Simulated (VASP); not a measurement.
Mg9O8 (a cell with a defect): single point with PBE

Mg9O8 (a cell with a defect):

```
CELL_PARAMETERS angstrom
0.00000 4.39150 4.39150
4.39150 0.00000 4.39150
4.39150 4.39150 0.00000
ATOMIC_POSITIONS crystal
Mg 0.00022 0.00020 0.99796
Mg 0.00001 0.99997 0.49931
Mg 0.00041 0.50113 0.99764
Mg 0.93349 0.52262 0.52094
Mg 0.50115 0.00038 0.99766
Mg 0.52259 0.93359 0.52093
Mg 0.51830 0.51832 0.94545
Mg 0.52383 0.52381 0.52160
Mg 0.37166 0.37180 0.38828
O 0.25352 0.25348 0.24372
O 0.24373 0.24362 0.76643
O 0.25294 0.75169 0.24127
O 0.24011 0.75267 0.75465
O 0.75160 0.25291 0.24138
O 0.75267 0.24009 0.75467
O 0.75516 0.75517 0.23474
O 0.75265 0.75265 0.75420
```

```json
{
 "Program": "VASP 6.6.1",
 "Task": "single point",
 "Functional": "PBE",
 "Potentials or basis": "VASP PAW PBE potentials, release 64 (Mg, O)",
 "Cutoff": "520 eV",
 "k mesh": "2 × 2 × 2",
 "Occupations": "gaussian, width 0.05 eV",
 "Spin": "no spin polarisation",
 "Dipole correction": "no",
 "Further INCAR settings": "LREAL = Auto; ALGO = Normal; EDIFF = 1e-06; NBANDS = 47"
}
```

```
Pressure               : 16.7 GPa
Largest force          : 0.021 eV/Å
Band gap on the k mesh : zero (bands 33 and 34 overlap by 0.50 eV)
```

Forces in eV/Å, atoms in the order of the input:
```
Mg  -0.010 -0.011 -0.003
Mg   0.008  0.008  0.003
Mg   0.003  0.003  0.009
Mg   0.005 -0.010 -0.014
Mg   0.003  0.003  0.010
Mg  -0.011  0.005 -0.014
Mg  -0.014 -0.013  0.004
Mg   0.013  0.013  0.008
Mg  -0.004 -0.003 -0.014
O   -0.008 -0.008 -0.004
O    0.011  0.010 -0.011
O    0.011 -0.013  0.012
O   -0.005  0.006  0.006
O   -0.013  0.011  0.012
O    0.006 -0.005  0.006
O    0.007  0.007 -0.004
O   -0.004 -0.004 -0.005
```

Stress tensor (GPa, compression positive):
```
16.64 -0.13  0.28
-0.13 16.65  0.29
 0.28  0.29 16.83
```

Levels at points of the mesh, in eV from the Fermi level:
| k point | band 30 | band 31 | band 32 | band 33 | band 34 | band 35 | band 36 | band 37 |
| --- | --- | --- | --- | --- | --- | --- | --- | --- |
| (0.00, 0.00, 0.00) | -5.91 | -5.88 | -5.88 | -2.52 | 0.26 | 1.00 | 1.00 | 1.06 |
| (0.50, 0.00, 0.00) | -6.13 | -6.10 | -6.09 | -0.31 | -0.07 | 1.57 | 1.79 | 2.25 |
| (0.00, 0.50, 0.00) | -6.13 | -6.10 | -6.09 | -0.31 | -0.07 | 1.57 | 1.79 | 2.25 |
| (0.00, 0.00, 0.50) | -6.16 | -6.06 | -6.06 | -0.32 | 0.06 | 1.57 | 1.94 | 2.00 |
| (0.50, 0.50, 0.50) | -6.13 | -6.11 | -6.10 | -0.30 | -0.09 | 1.60 | 1.80 | 2.23 |
| (0.50, 0.50, 0.00) | -6.38 | -6.30 | -6.20 | 0.41 | 0.57 | 1.66 | 1.98 | 2.20 |
| (0.00, 0.50, 0.50) | -6.38 | -6.30 | -6.21 | 0.39 | 0.59 | 1.65 | 1.95 | 2.22 |
| (0.50, 0.00, 0.50) | -6.38 | -6.30 | -6.21 | 0.39 | 0.59 | 1.65 | 1.95 | 2.22 |

Wall time 84 s on 1 thread of Intel(R) Xeon(R) 6975P-C (Granite Rapids), on a shared host, peak memory 0.33 GiB.

Caveat: the k points lie up to 0.62 Å⁻¹ apart.
